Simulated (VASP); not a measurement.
**Si3Bi2Te2: single point with PBE**

Crystal: Si3Bi2Te2.

```xyz
7
Lattice="4.0375 0.0000 0.0000 -2.0188 3.4966 0.0000 0.0000 0.0000 14.9327" Properties=species:S:1:pos:R:3 pbc="T T T"
Si    0.0000    0.0000    6.3078
Si    0.0000    0.0000    8.6249
Si    0.0000    0.0000    0.0000
Bi    0.0000    2.3311    9.9709
Bi    2.0188    1.1655    4.9618
Te    0.0000    2.3311    1.5482
Te    2.0188    1.1655   13.3845
```

| Quantity | Value |
| --- | --- |
| Program | VASP 6.6.1 |
| Task | single point |
| Functional | PBE |
| Potentials or basis | VASP PAW PBE potentials, release 64 (Si, Bi_d, Te) |
| Cutoff | 520 eV |
| k mesh | 12 × 12 × 2 |
| Occupations | gaussian, width 0.1 eV |
| Spin | no spin polarisation |

The pressure is 0.0 GPa. The largest force is 0.009 eV/Å and the band gap on the k mesh is zero (band 27 reaches 5.56 eV, above the bottom of band 28 at 4.60 eV).

Forces on the atoms (eV/Å):
```
Si   0.000  0.000  0.006
Si   0.000  0.000 -0.006
Si   0.000  0.000  0.000
Bi   0.000  0.000  0.006
Bi   0.000  0.000 -0.006
Te   0.000  0.000  0.009
Te   0.000  0.000 -0.009
```

Levels at points of the mesh, in eV from the Fermi level:
| k point | band 24 | band 25 | band 26 | band 27 | band 28 | band 29 | band 30 | band 31 |
| --- | --- | --- | --- | --- | --- | --- | --- | --- |
| (0.00, 0.00, 0.00) | -0.30 | -0.30 | 0.41 | 0.41 | 0.66 | 1.62 | 1.80 | 2.33 |
| (0.50, 0.00, 0.00) | -1.36 | -1.25 | -1.06 | -0.55 | -0.13 | 0.80 | 1.66 | 1.87 |
| (0.00, 0.00, 0.50) | -0.30 | 0.10 | 0.28 | 0.40 | 0.40 | 1.57 | 1.96 | 2.22 |
| (0.50, 0.00, 0.50) | -1.24 | -1.21 | -0.85 | -0.58 | -0.56 | 1.09 | 1.61 | 2.15 |

Wall time 7 min on 1 thread of Intel Xeon 8259CL (shared host), peak memory 0.47 GiB.

Caveat: spin-orbit coupling is left out, which moves the levels of the heavy elements; this functional lacks dispersion, which binds the layers, so the pressure and a relaxed spacing across them are unreliable.
